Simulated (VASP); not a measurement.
# N in VASP: notebook

Runs on N. Level: PBE. Tasks: single point.

Program: VASP 6.6.1. These are calculated values, not measurements. Logs are shortened: lines on timing, memory, paths and dates and some standing lists are left out, and cuts for length are marked.

### Step 1. The cell of the first run

The cell holds a disordered packing, 12 atoms: a = 7.034 Å, b = 7.034 Å, c = 7.034 Å, α = 90.00°, β = 90.00°, γ = 90.00°.

### Step 2. Single point, PBE

Contents of INCAR:

```
SYSTEM = N
PREC = Accurate
ENCUT = 1000
EDIFF = 1E-6
ISMEAR = -1
SIGMA = 0.05
LREAL = .FALSE.
LASPH = .TRUE.
NELM = 120
ALGO = Normal
ISIF = 2
LWAVE = .FALSE.
LCHARG = .FALSE.
GGA = PE
NBANDS = 42
GGA_COMPAT = .FALSE.
```

Contents of KPOINTS:

```
regular mesh
0
G
  1 1 1
  0 0 0
```

Contents of POSCAR:

```
N
1.0
    7.0338500000      0.0000000000      0.0000000000
    0.0000000000      7.0338500000      0.0000000000
    0.0000000000      0.0000000000      7.0338500000
N
12
Direct
    0.7369790371      1.1995848646      0.0967606645
    0.8508284936      1.1538062370      0.0040944860
    0.6124668567      0.3819103336      0.5201561023
    0.7480540529      0.4485452490      0.4818129474
   -0.0513232440      0.5590110679      0.8541126126
   -0.1337958586      0.6762868131      0.7866246792
    0.3961983835      1.0250005331      0.4055247126
    0.4389203637      0.8799590551      0.3753278788
    0.4894474577      0.9012702858      0.9332442404
    0.3300894958      0.9109946900      0.9235056193
    0.2351770368      0.4027666214      0.3043852229
    0.2930827356      0.4611414801      0.1742004734
```

Potentials or basis: VASP PAW PBE potentials, release 64 (N_h).

Started as:

```sh
> cat potpaw_PBE.64/N_h/POTCAR > POTCAR
> mpirun -np 1 vasp_gam > vasp.out
```

OUTCAR:

```text
SYSTEM = N
   PREC = Accurate
   ENCUT = 1000
   EDIFF = 1E-6
   ISMEAR = -1
   LREAL = .FALSE.
   LASPH = .TRUE.
   NELM = 120
   ISIF = 2
   GGA = PE

 ion  position               nearest neighbor table
   1  0.737  0.200  0.097-   2 1.08
   2  0.851  0.154  0.004-   1 1.08
   3  0.612  0.382  0.520-   4 1.10
   4  0.748  0.449  0.482-   3 1.10
   5  0.949  0.559  0.854-   6 1.11
   6  0.866  0.676  0.787-   5 1.11
   7  0.396  0.025  0.406-   8 1.08
   8  0.439  0.880  0.375-   7 1.08
   9  0.489  0.901  0.933-  10 1.13
  10  0.330  0.911  0.924-   9 1.13
  11  0.235  0.403  0.304-  12 1.08
  12  0.293  0.461  0.174-  11 1.08

  LATTYP: Found a simple cubic cell.
 ALAT       =     7.0338500000

  Lattice vectors:

 A1 = (   7.0338500000,   0.0000000000,   0.0000000000)
 A2 = (   0.0000000000,   7.0338500000,   0.0000000000)
 A3 = (   0.0000000000,   0.0000000000,   7.0338500000)

Analysis of symmetry for initial positions (statically):
=====================================================================
 Subroutine PRICEL returns:
 Original cell was already a primitive cell.

 Routine SETGRP: Setting up the symmetry group for a
 simple cubic supercell.

 Subroutine GETGRP returns: Found  1 space group operations
 (whereof  1 operations were pure point group operations)
 out of a pool of 48 trial point group operations.

The static configuration has the point symmetry C_1 .

Analysis of symmetry for dynamics (positions and initial velocities):
=====================================================================
 Subroutine PRICEL returns:
 Original cell was already a primitive cell.

 Routine SETGRP: Setting up the symmetry group for a
 simple cubic supercell.

 Subroutine GETGRP returns: Found  1 space group operations
 (whereof  1 operations were pure point group operations)
 out of a pool of 48 trial point group operations.

The dynamic configuration has the point symmetry C_1 .

 Subroutine INISYM returns: Found  1 space group operations
[... 95 lines left out ...]
   EDIFFG = 0.1E-04   stopping-criterion for IOM
   NSW    =      0    number of steps for IOM
   IBRION =     -1    ionic relax: 0-MD 1-quasi-New 2-CG
   NFREE  =      0    steps in history (QN), initial steepest desc. (CG)
   ISIF   =      2    stress and relaxation
   ISYM   =      2    0-nonsym 1-usesym 2-fastsym
   POTIM  = 0.5000    time-step for ionic-motion
   TEBEG  =    0.0;   TEEND  =   0.0 temperature during run
   PSTRESS=    0.0 pullay stress
   NELECT =      60.0000    total number of electrons
   NUPDOWN=      -1.0000    fix difference up-down
   EMIN   =  10.00;   EMAX   =-10.00  energy-range for DOS
   EFERMI =   0.00;   METHOD = LEGACY
   ISMEAR =    -1;   SIGMA  =   0.05  broadening in eV -4-tet -1-fermi 0-gaus
   EFERMI_NEDOS =   21; number of points for ismear=-14 and -15
   IALGO  =     38    algorithm
   IMIX   =      4    mixing-type and parameters
     AMIX     =   0.40;   BMIX     =  1.00
     AMIX_MAG =   1.60;   BMIX_MAG =  1.00
  volume/ion in A,a.u.               =      29.00       195.70
  Fermi-wavevector in a.u.,A,eV,Ry     =   0.911169  1.721859 11.295944  0.830228
  Thomas-Fermi vector in A             =   2.035417
   LORBIT       =      0    0 simple, 1 ext, 2 COOP (PROOUT), +10 PAW based schemes
   GGA     = PE    functional components
   LHFCALC =     F    Hartree Fock is set to
   AEXX    =    0.0000 exact exchange contribution
   IVDW    =     0    specifies the selected vdW correction
   LEPSILON=     F    determine dielectric tensor
   LRPA    =     F    only Hartree local field effects (RPA)
 non-spin polarized calculation
  energy-cutoff  :     1000.00
  volume of cell :      348.00
 maximum number of plane-waves:     12443
 NGX is ok and might be reduce to    80
   NGX = 37   NGY = 37   NGZ = 37

 number of electron      60.0000000 magnetization

 Free energy of the ion-electron system (eV)
  ---------------------------------------------------
  ext. energy  EPLUGINS =         0.00000000
  ---------------------------------------------------
  free energy    TOTEN  =      -100.58895397 eV

  energy without entropy =     -100.58895397  energy(sigma->0) =     -100.58895397

 E-fermi :  -5.6848     XC(G=0):  -5.4721

 val. band max:       -6.9584544289   @ k =   0.0000   0.0000   0.0000
 cond. band min:       0.4544269489   @ k =   0.0000   0.0000   0.0000
 fundamental gap:      7.4128813779
 Fermi energy:        -5.6848440820

 k-point     1 :       0.0000    0.0000    0.0000
  band No.  band energies     occupation
      1     -25.5834      2.00000
      2     -25.5687      2.00000
      3     -25.4101      2.00000
      4     -25.3153      2.00000
      5     -25.0392      2.00000
      6     -24.9606      2.00000
[... 34 lines left out ...]
     41       1.4526      0.00000
     42       1.5017      0.00000

------------------------ aborting loop because EDIFF is reached ----------------------------------------

  FORCE on cell =-STRESS in cart. coord.  units (eV):
  Direction    XX          YY          ZZ          XY          YZ          ZX
  --------------------------------------------------------------------------------------
  -------------------------------------------------------------------------------------
  Total        0.5731690      3.9335658      5.0277030      0.6565242      1.0350455     -3.0350756
  in kB        2.6388456     18.1099684     23.1473293      3.0226092      4.7653053    -13.9733579
  external PRESSURE =      14.6320478 kB  Pullay stress =       0.0000000 kB

 VOLUME and BASIS-vectors are now :
 -----------------------------------------------------------------------------
  energy-cutoff  :     1000.00
  volume of cell :      348.00
      direct lattice vectors                 reciprocal lattice vectors
     7.033850000  0.000000000  0.000000000     0.142169651  0.000000000  0.000000000
     0.000000000  7.033850000  0.000000000     0.000000000  0.142169651  0.000000000
     0.000000000  0.000000000  7.033850000     0.000000000  0.000000000  0.142169651

 POSITION                                       TOTAL-FORCE (eV/Angst)
 -----------------------------------------------------------------------------------
      5.18380      1.40385      0.68060        -2.285189      0.977256      1.908616
      5.98460      1.08185      0.02880         2.412079     -0.957092     -1.898903
      4.30800      2.68630      3.65870        -0.697924     -0.340310      0.337011
      5.26170      3.15500      3.38900         0.711015      0.302256     -0.423323
      6.67285      3.93200      6.00770        -0.800544      1.332411     -0.635320
      6.09275      4.75690      5.53300         0.954613     -1.123483      0.805861
      2.78680      0.17585      2.85240        -0.772384      2.382462      0.572899
      3.08730      6.18950      2.64000         0.766798     -2.556433     -0.433055
      3.44270      6.33940      6.56430        -3.128485      0.077831     -0.279789
      2.32180      6.40780      6.49580         2.969501     -0.192531      0.122708
      1.65420      2.83300      2.14100        -1.270333     -1.030529      2.485649
      2.06150      3.24360      1.22530         1.140853      1.128162     -2.562354
 -----------------------------------------------------------------------------------
    total drift:                                0.000116     -0.000862      0.000143

  FREE ENERGIE OF THE ION-ELECTRON SYSTEM (eV)
  ---------------------------------------------------
  free  energy   TOTEN  =      -100.5889539746 eV

  energy  without entropy=     -100.5889539745  energy(sigma->0) =     -100.58895397
```

Wall time 50 s (1 thread of Intel Xeon 6975P-C (Granite Rapids), shared host); peak memory 0.87 GiB.

Results:

- Free energy: -100.5890 eV
- Pressure: 1.5 GPa
- Largest force: 3.216 eV/Å

Forces in eV/Å, atoms in the order of the input:
```
N   -2.285  0.977  1.909
N    2.412 -0.957 -1.899
N   -0.698 -0.340  0.337
N    0.711  0.302 -0.423
N   -0.801  1.332 -0.635
N    0.955 -1.123  0.806
N   -0.772  2.382  0.573
N    0.767 -2.556 -0.433
N   -3.128  0.078 -0.280
N    2.970 -0.193  0.123
N   -1.270 -1.031  2.486
N    1.141  1.128 -2.562
```

Caveat: the k points lie up to 0.89 Å⁻¹ apart, too coarse for converged energies, forces and pressures; the atoms stand as in a frame of molecular dynamics.

### Step 3. Single point, PBE

Contents of INCAR:

```
PREC = Accurate
ENCUT = 1000
EDIFF = 1E-6
ISMEAR = -1
SIGMA = 0.05
LREAL = False
LASPH = True
NELM = 120
ALGO = Normal
ISIF = 2
LWAVE = False
LCHARG = False
GGA = PE
NBANDS = 42
GGA_COMPAT = False
```

Contents of KPOINTS:

```
regular mesh
0
Gamma
  1 1 1
```

Contents of POSCAR:

```
N
1.0
    7.0338500000      0.0000000000      0.0000000000
    0.0000000000      7.0338500000      0.0000000000
    0.0000000000      0.0000000000      7.0338500000
N
12
Direct
    0.9210593357      0.9373477929      0.2154297907
    0.8899410776      0.9982510703      0.0743090568
    0.6755246619      0.4156065639      0.5340801388
    0.6761172876      0.3183140517      0.4108932145
    0.0172979056      0.6249993237      0.7978256421
   -0.0007544962      0.7247289142      0.6782015428
    0.4223939178      0.9000103529      0.3127738775
    0.3861326298      0.7690248730      0.3908554058
    0.4285345766      0.9351500551      0.8552265682
    0.4360931559      1.0820810701      0.8012419450
    0.1819222076      0.3555865296      0.2730809304
    0.2540270400      0.3797993026      0.1357420874
```

Potentials or basis: VASP PAW PBE potentials, release 64 (N_h).

Started as:

```sh
> cat potpaw_PBE.64/N_h/POTCAR > POTCAR
> mpirun -np 1 vasp_gam > vasp.out
```

Run time: 35 s. Hardware: 1 thread of Intel Xeon 6975P-C (Granite Rapids), shared host; peak memory 0.9 GiB.

It converged, with:

```
Free energy   : -100.9585 eV
Pressure      : 0.1 GPa
Largest force : 0.252 eV/Å
```

Forces on the atoms (eV/Å):
```
N   -0.025  0.015 -0.083
N    0.007 -0.025  0.075
N   -0.008 -0.168 -0.187
N    0.013  0.167  0.181
N   -0.012  0.028 -0.047
N    0.021 -0.032  0.047
N   -0.011 -0.021  0.022
N    0.018  0.027 -0.014
N    0.005 -0.013  0.006
N    0.006  0.025 -0.011
N    0.089  0.036 -0.214
N   -0.103 -0.039  0.225
```

Stress tensor (GPa, compression positive):
```
0.15 0.07 0.08
0.07 0.22 0.05
0.08 0.05 0.05
```

Levels at points of the mesh, in eV from the Fermi level:
```csv
k point,band 28,band 29,band 30,band 31,band 32,band 33
"(0.00, 0.00, 0.00)",-1.39,-1.34,-1.27,6.32,6.48,6.54
```

Caveat: the k points lie up to 0.89 Å⁻¹ apart, too coarse for converged energies, forces and pressures.

### Step 4. Single point, PBE

Contents of INCAR:

```
SYSTEM = N
PREC = Accurate ; ENCUT = 1000
EDIFF = 1E-6 ; ISMEAR = -1
SIGMA = 0.05 ; LREAL = .False.
LASPH = .True. ; NELM = 120
ALGO = Normal ; ISIF = 2
LWAVE = .False. ; LCHARG = .False.
GGA = PE ; NBANDS = 42
GGA_COMPAT = .False.
```

Contents of KPOINTS:

```
Automatic mesh
0
Gamma
  1 1 1
  0 0 0
```

Contents of POSCAR:

```
N
1.0
    7.0338500000      0.0000000000      0.0000000000
    0.0000000000      7.0338500000      0.0000000000
    0.0000000000      0.0000000000      7.0338500000
N
12
Direct
    0.7451822260      1.2140719521      0.1045657783
    0.8529894723      1.1598626641      0.0010520554
    0.6142866282      0.3677928873      0.5140143734
    0.7445993304      0.4472657222      0.4736381925
   -0.0444991008      0.5508078790      0.8325454765
   -0.1177875559      0.6743817397      0.7655124860
    0.3991555123      1.0149349218      0.4249735209
    0.4176517839      0.8616049532      0.3838580578
    0.4896038443      0.8844231822      0.9249273158
    0.3347668773      0.9102696247      0.9111510766
    0.2334283501      0.4073871351      0.2955849215
    0.2827327850      0.4596344818      0.1556189000
```

Started as:

```sh
> cat potpaw_PBE.64/N_h/POTCAR > POTCAR
> mpirun -np 1 vasp_gam > vasp.out
```

It took 57 s on 1 thread of Intel Xeon Platinum 8375C at 2.90GHz (Ice Lake), shared host; peak memory 0.87 GiB.

It converged, with:

* Free energy: -100.6700 eV
* Pressure: -1.0 GPa
* Largest force: 3.000 eV/Å

Forces in eV/Å, atoms in the order of the input:
```
N    1.470 -0.774 -1.473
N   -1.418  0.689  1.410
N    0.995  0.655 -0.138
N   -1.011 -0.645  0.077
N   -0.727  1.474 -0.666
N    0.897 -1.230  0.848
N    0.261 -2.895 -0.745
N   -0.311  2.763  0.788
N   -0.917  0.089 -0.108
N    0.837 -0.147  0.049
N    0.070  0.225 -0.526
N   -0.146 -0.203  0.484
```

Stress tensor (GPa, compression positive):
```
-1.11  0.78  0.74
 0.78 -1.61  0.07
 0.74  0.07 -0.21
```

Levels at points of the mesh, in eV from the Fermi level:
| k point | band 26 | band 27 | band 28 | band 29 | band 30 | band 31 | band 32 | band 33 | band 34 | band 35 |
| --- | --- | --- | --- | --- | --- | --- | --- | --- | --- | --- |
| (0.00, 0.00, 0.00) | -1.72 | -1.55 | -1.41 | -1.37 | -1.25 | 5.98 | 6.18 | 6.23 | 6.25 | 6.32 |

Caveat: the k points lie up to 0.89 Å⁻¹ apart, too coarse for converged energies, forces and pressures; the atoms stand as in a frame of molecular dynamics.

### Step 5. The runs side by side

| cell | pressure (GPa) | largest force (eV/Å) |
| --- | --- | --- |
| as given, atomic positions A | 1.5 | 3.22 |
| as given, atomic positions B | 0.1 | 0.25 |
| as given, atomic positions C | -1.0 | 3.00 |

Alike in all rows: task single point; level PBE; potentials or basis VASP PAW PBE potentials, release 64 (N_h); no spin polarisation; k mesh 1 × 1 × 1; cutoff (eV) 1000; smearing fermi-dirac 0.05 eV.

Caveats: all runs use coarse meshes; the atoms stand as in a frame of molecular dynamics (at least some runs).

Total energies depend on the potentials used, so only differences within one code and one set of settings carry meaning.
